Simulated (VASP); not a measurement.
# BP (WC type) (P-6m2) in VASP: notebook, part 3 of 3

VASP 6.6.1. The steps go on from the part before.

### Step 5. Electric field gradients, PBE (volume scaled by 1.04)

Input file INCAR:

```
SYSTEM = BP
ALGO = Normal
EDIFF = 1E-8
ENCUT = 520
GGA = PE
ISIF = 2
ISMEAR = -1
LASPH = .True.
LCHARG = .False.
LEFG = .True.
LREAL = .False.
LWAVE = .False.
NBANDS = 11
NELM = 80
PREC = Accurate
SIGMA = 0.08
```

Input file KPOINTS:

```
k-points
0
Gamma
  13 13 11
  0 0 0
```

Input file POSCAR:

```
BP
1.0
    3.0491768033      0.0000000000      0.0000000000
   -1.5245884017      2.6406645723      0.0000000000
    0.0000000000      0.0000000000      2.6968247451
B P
1 1
Direct
    0.0000000000      0.0000000000      0.0000000000
    0.3333333333      0.6666666667      0.5000000000
```

Potentials or basis: VASP PAW PBE potentials, release 64 (B, P).

The run is started by

```bash
$ cat potpaw_PBE.64/B/POTCAR potpaw_PBE.64/P/POTCAR > POTCAR
$ mpirun -np 1 vasp_std > vasp.out
```

OUTCAR:

```text
SYSTEM = BP
   EDIFF = 1E-8
   ENCUT = 520
   GGA = PE
   ISIF = 2
   ISMEAR = -1
   LASPH = .True.
   LREAL = .False.
   NELM = 80
   PREC = Accurate

 ion  position               nearest neighbor table
   1  0.000  0.000  0.000-   2 2.22   2 2.22   2 2.22   2 2.22   2 2.22   2 2.22
   2  0.333  0.667  0.500-   1 2.22   1 2.22   1 2.22   1 2.22   1 2.22   1 2.22

  LATTYP: Found a hexagonal cell.
 ALAT       =     3.0491768033
 C/A-ratio  =     0.8844435463

  Lattice vectors:

 A1 = (   3.0491768033,   0.0000000000,   0.0000000000)
 A2 = (  -1.5245884017,   2.6406645723,   0.0000000000)
 A3 = (   0.0000000000,   0.0000000000,   2.6968247451)

Analysis of symmetry for initial positions (statically):
=====================================================================
 Subroutine PRICEL returns:
 Original cell was already a primitive cell.

 Routine SETGRP: Setting up the symmetry group for a
 hexagonal supercell.

 Subroutine GETGRP returns: Found 12 space group operations
 (whereof 12 operations were pure point group operations)
 out of a pool of 24 trial point group operations.

The static configuration has the point symmetry D_3h.

Analysis of symmetry for dynamics (positions and initial velocities):
=====================================================================
 Subroutine PRICEL returns:
 Original cell was already a primitive cell.

 Routine SETGRP: Setting up the symmetry group for a
 hexagonal supercell.

 Subroutine GETGRP returns: Found 12 space group operations
 (whereof 12 operations were pure point group operations)
 out of a pool of 24 trial point group operations.

The dynamic configuration has the point symmetry D_3h.

 Subroutine INISYM returns: Found 12 space group operations
 (whereof 12 operations are pure point group operations),
 and found     1 'primitive' translations

----------------------------------------------------------------------------------------

                                     Primitive cell

  volume of cell :      21.7144

  direct lattice vectors                    reciprocal lattice vectors
     3.049176803  0.000000000  0.000000000     0.327957368  0.189346275  0.000000000
    -1.524588402  2.640664572  0.000000000     0.000000000  0.378692550  0.000000000
     0.000000000  0.000000000  2.696824745     0.000000000  0.000000000  0.370806446

  length of vectors
     3.049176803  3.049176803  2.696824745     0.378692550  0.378692550  0.370806446

  position of ions in fractional coordinates (direct lattice)
     0.000000000  0.000000000  0.000000000
     0.333333333  0.666666667  0.500000000

  ion indices of the primitive-cell ions
   primitive index   ion index
                 1           1
                 2           2

----------------------------------------------------------------------------------------

 KPOINTS: k-points

Automatic generation of k-mesh.
[... 75 lines left out ...]
   TEBEG  =    0.0;   TEEND  =   0.0 temperature during run
   PSTRESS=    0.0 pullay stress
   NELECT =       8.0000    total number of electrons
   NUPDOWN=      -1.0000    fix difference up-down
   EMIN   =  10.00;   EMAX   =-10.00  energy-range for DOS
   EFERMI =   0.00;   METHOD = LEGACY
   ISMEAR =    -1;   SIGMA  =   0.08  broadening in eV -4-tet -1-fermi 0-gaus
   EFERMI_NEDOS =   21; number of points for ismear=-14 and -15
   IALGO  =     38    algorithm
   IMIX   =      4    mixing-type and parameters
     AMIX     =   0.40;   BMIX     =  1.00
     AMIX_MAG =   1.60;   BMIX_MAG =  1.00
  volume/ion in A,a.u.               =      10.86        73.27
  Fermi-wavevector in a.u.,A,eV,Ry     =   1.173605  2.217792 18.739968  1.377349
  Thomas-Fermi vector in A             =   2.310015
   LORBIT       =      0    0 simple, 1 ext, 2 COOP (PROOUT), +10 PAW based schemes
   GGA     = PE    functional components
   LHFCALC =     F    Hartree Fock is set to
   AEXX    =    0.0000 exact exchange contribution
   IVDW    =     0    specifies the selected vdW correction
   LEPSILON=     F    determine dielectric tensor
   LRPA    =     F    only Hartree local field effects (RPA)
 non-spin polarized calculation
  energy-cutoff  :      520.00
  volume of cell :       21.71
 maximum number of plane-waves:       596
 NGX is ok and might be reduce to    24
   NGX = 11   NGY = 11   NGZ = 11

 number of electron       7.9999999 magnetization

 Free energy of the ion-electron system (eV)
  ---------------------------------------------------
  ext. energy  EPLUGINS =         0.00000000
  ---------------------------------------------------
  free energy    TOTEN  =       -10.32259524 eV

  energy without entropy =      -10.30654622  energy(sigma->0) =      -10.31457073

 E-fermi :   8.7173     XC(G=0): -11.5873

 val. band max:        8.6877983854   @ k =   0.1538   0.0000   0.0000
 cond. band min:       8.7551031929   @ k =   0.2308  -0.0000   0.4545
 fundamental gap:      0.0673048075
 Fermi energy:         8.7172571069

 k-point     1 :       0.0000    0.0000    0.0000
  band No.  band energies     occupation
      1      -7.5825      2.00000
      2       8.0369      1.99960
      3       8.0369      1.99960
      4       8.2980      1.98946
      5      12.6023      0.00000
      6      12.7841      0.00000
      7      12.7841      0.00000
      8      13.8441      0.00000
      9      20.2969      0.00000
     10      20.8930      0.00000
     11      25.8863      0.00000
[... 309 lines left out ...]
 k-point    24 :       0.1538    0.0000    0.0909
  band No.  band energies     occupation
      1      -6.9975      2.00000
      2       5.5476      2.00000
      3       7.2643      2.00000
      4       7.3552      2.00000
      5      11.9481      0.00000
      6      14.4438      0.00000
      7      14.6341      0.00000
      8      16.3301      0.00000
      9      18.6335      0.00000
     10      21.9615      0.00000
     11      23.3621      0.00000

 [... further k-points ...]
[... 5 lines left out ...]
  --------------------------------------------------------------------------------------
  -------------------------------------------------------------------------------------
  Total       -0.7284543     -0.7284543     -0.7806916      0.0000000     -0.0000000      0.0000000
  in kB      -53.7482507    -53.7482507    -57.6025263      0.0000000     -0.0000000      0.0000000
  external PRESSURE =     -55.0330092 kB  Pullay stress =       0.0000000 kB

 VOLUME and BASIS-vectors are now :
 -----------------------------------------------------------------------------
  energy-cutoff  :      520.00
  volume of cell :       21.71
      direct lattice vectors                 reciprocal lattice vectors
     3.049176803  0.000000000  0.000000000     0.327957368  0.189346275  0.000000000
    -1.524588402  2.640664572  0.000000000     0.000000000  0.378692550  0.000000000
     0.000000000  0.000000000  2.696824745     0.000000000  0.000000000  0.370806446

 POSITION                                       TOTAL-FORCE (eV/Angst)
 -----------------------------------------------------------------------------------
      0.00000      0.00000      0.00000        -0.000000      0.000000      0.000000
     -0.00000      1.76044      1.34841         0.000000     -0.000000      0.000000
 -----------------------------------------------------------------------------------
    total drift:                                0.000000     -0.000000     -0.000000

  FREE ENERGIE OF THE ION-ELECTRON SYSTEM (eV)
  ---------------------------------------------------
  free  energy   TOTEN  =       -10.3225952422 eV

  energy  without entropy=      -10.3065462222  energy(sigma->0) =      -10.31457073

 Electric field gradients (V/A^2)
---------------------------------------------------------------------
 ion       V_xx      V_yy      V_zz      V_xy      V_xz      V_yz
---------------------------------------------------------------------
   1      -2.135    -2.135     4.271     0.000     0.000    -0.000
   2     -12.033   -12.033    24.066    -0.000     0.000    -0.000
---------------------------------------------------------------------

 Electric field gradients after diagonalization (V/A^2)
 (convention: |V_zz| > |V_xx| > |V_yy|)
----------------------------------------------------------------------
 ion       V_xx      V_yy      V_zz     asymmetry (V_yy - V_xx)/ V_zz
----------------------------------------------------------------------
   1      -2.135    -2.135     4.271       0.000
   2     -12.033   -12.033    24.066       0.000
----------------------------------------------------------------------

           NMR quadrupolar parameters

 Cq : quadrupolar parameter    Cq=e*Q*V_zz/h
 eta: asymmetry parameters     (V_yy - V_xx)/ V_zz
 Q  : nuclear electric quadrupole moment in mb (millibarn)
----------------------------------------------------------------------
 ion       Cq(MHz)       eta       Q (mb)
----------------------------------------------------------------------
   1       0.010       0.000       1.000
   2       0.058       0.000       1.000
----------------------------------------------------------------------
```

OSZICAR:

```text
N       E                     dE             d eps       ncg     rms          rms(c)
DAV:   1     0.953058836630E+01    0.95306E+01   -0.40082E+03  2772   0.663E+02
DAV:   2    -0.999889300746E+01   -0.19529E+02   -0.18807E+02  3691   0.104E+02
DAV:   3    -0.104954997841E+02   -0.49661E+00   -0.49278E+00  3562   0.144E+01
DAV:   4    -0.104970326036E+02   -0.15328E-02   -0.15326E-02  3261   0.911E-01
DAV:   5    -0.104970386622E+02   -0.60586E-05   -0.60579E-05  3464   0.577E-02    0.578E+00
DAV:   6    -0.103332237543E+02    0.16381E+00   -0.53088E-01  3182   0.278E+00    0.319E+00
DAV:   7    -0.103239390124E+02    0.92847E-02   -0.53405E-02  3511   0.121E+00    0.121E+00
DAV:   8    -0.103225393017E+02    0.13997E-02   -0.48202E-03  3193   0.389E-01    0.100E-01
DAV:   9    -0.103225798970E+02   -0.40595E-04   -0.33363E-04  3359   0.107E-01    0.429E-02
DAV:  10    -0.103225948951E+02   -0.14998E-04   -0.26030E-05  3239   0.354E-02    0.991E-03
DAV:  11    -0.103225951225E+02   -0.22743E-06   -0.13948E-06  3630   0.632E-03    0.277E-03
DAV:  12    -0.103225952493E+02   -0.12672E-06   -0.18055E-07  3168   0.270E-03    0.654E-04
DAV:  13    -0.103225952422E+02    0.70542E-08   -0.58368E-09  2093   0.518E-04
   1 F= -.10322595E+02 E0= -.10314571E+02  d E =-.160490E-01
```

stdout:

```text
POSCAR found type information on POSCAR B P
 POSCAR found :  2 types and       2 ions
 scaLAPACK will be used
 LDA part: xc-table for (Slater+PW92), standard interpolation
 POSCAR, INCAR and KPOINTS ok, starting setup
 FFT: planning ... GRIDC
 FFT: planning ... GRID_SOFT
 FFT: planning ... GRID
 WAVECAR not read
 entering main loop
ion   1

ion   2
```

Wall time 51 s (1 thread of AMD EPYC 7R13, shared host); peak memory 0.12 GiB.

Results:

```yaml
Free_energy: -10.3226 eV
Pressure: -5.5 GPa
Band_gap_on_the_k_mesh: zero (band 4 reaches 12.20 eV, above the bottom of band 5 at 5.34 eV)
```

Electric field gradients, principal values (V/Å²):
```
atom    least   middle  greatest (by size)
 1 B   -2.135   -2.135               4.271
 2 P  -12.033  -12.033              24.066
```

Caveat: without QUAD_EFG the Cq values of the log hold for a quadrupole moment of 1 mb, not for the nuclei.

### Step 6. Density of states, PBE

Input file POSCAR:

```
BP
1.0
    3.0095726219      0.0000000000      0.0000000000
   -1.5047863109      2.6063663451      0.0000000000
    0.0000000000      0.0000000000      2.6617970824
B P
1 1
Direct
    0.0000000000      0.0000000000      0.0000000000
    0.3333333333      0.6666666667      0.5000000000
```

Input file INCAR.step1:

```
ALGO     = Normal         # electronic algorithm
EDIFF    = 1E-6           # SCF threshold, eV
ENCUT    = 520            # plane-wave cutoff, eV
GGA      = PE             # functional
ISIF     = 2              # what is computed and relaxed
ISMEAR   = -1             # smearing method
LASPH    = T              # aspherical terms in the spheres
LCHARG   = T              # write CHGCAR
LREAL    = F              # projectors in reciprocal space
LWAVE    = F              # write WAVECAR
NBANDS   = 11             # bands
NELM     = 80             # most SCF steps
PREC     = Accurate       # precision mode
SIGMA    = 0.08           # smearing width, eV
```

Input file KPOINTS.step1:

```
k-points
0
Gamma
  13 13 11
```

Input file INCAR.step2:

```
ALGO     = Normal         # electronic algorithm
EDIFF    = 1E-6           # SCF threshold, eV
ENCUT    = 520            # plane-wave cutoff, eV
GGA      = PE             # functional
ICHARG   = 11             # starting density
ISIF     = 2              # what is computed and relaxed
ISMEAR   = -5             # smearing method
LASPH    = T              # aspherical terms in the spheres
LCHARG   = F              # write CHGCAR
LORBIT   = 10             # projections on sites
LREAL    = F              # projectors in reciprocal space
LWAVE    = F              # write WAVECAR
NEDOS    = 1001           # points of the DOS
NELM     = 80             # most SCF steps
PREC     = Accurate       # precision mode
SIGMA    = 0.08           # smearing width, eV
```

Input file KPOINTS.step2:

```
k-points
0
Gamma
  20 20 17
```

Potentials or basis: VASP PAW PBE potentials, release 64 (B, P).

The run is started by

```bash
$ cat potpaw_PBE.64/B/POTCAR potpaw_PBE.64/P/POTCAR > POTCAR
$ cp INCAR.step1 INCAR
$ cp KPOINTS.step1 KPOINTS
$ mpirun -np 1 vasp_std > vasp.out
$ cp INCAR.step2 INCAR
$ cp KPOINTS.step2 KPOINTS
$ mpirun -np 1 vasp_std > vasp.out
```

Run time: 52 s. Hardware: 1 thread of AMD EPYC 7R13 (Zen 3), shared host; peak memory 0.15 GiB.

Results (log left out):

* Valence electrons inside the program's atomic spheres: B 1.70; P 2.39

Levels at points of the mesh, in eV from the Fermi level:
```tsv
k point	band 1	band 2	band 3	band 4	band 5	band 6	band 7	band 8
(0.00, 0.00, 0.00)	-16.72	-0.72	-0.72	-0.45	4.10	4.10	4.37	5.03
(0.50, 0.00, 0.00)	-13.07	-10.41	-3.57	1.29	2.63	5.62	7.65	9.90
```

Caveat: tetrahedron occupations give inexact forces and stress in metals.

### Step 7. Overview

```tsv
task	cell	k mesh for the DOS	occupations for the DOS	gap on the mesh (eV)	pressure (GPa)
electric field gradients	a = 3.010, b = 3.010, c = 2.662 Å, angles 90.0, 90.0, 120.0°, 2 atoms	-	-	none	-0.2
electric field gradients	a = 3.030, b = 3.030, c = 2.679 Å, angles 90.0, 90.0, 120.0°, 2 atoms	-	-	none	-3.0
electric field gradients	a = 3.049, b = 3.049, c = 2.697 Å, angles 90.0, 90.0, 120.0°, 2 atoms	-	-	none	-5.5
density of states	a = 3.010, b = 3.010, c = 2.662 Å, angles 90.0, 90.0, 120.0°, 2 atoms	20 × 20 × 17	tetrahedron	-	-
```

Alike in all rows: level PBE; potentials or basis VASP PAW PBE potentials, release 64 (B, P); no spin polarisation; k mesh 13 × 13 × 11; cutoff (eV) 520; smearing fermi-dirac 0.08 eV.

Caveats: tetrahedron occupations give inexact forces and stress in metals (some runs).

Absolute energies hang on the potentials; compare differences alone.
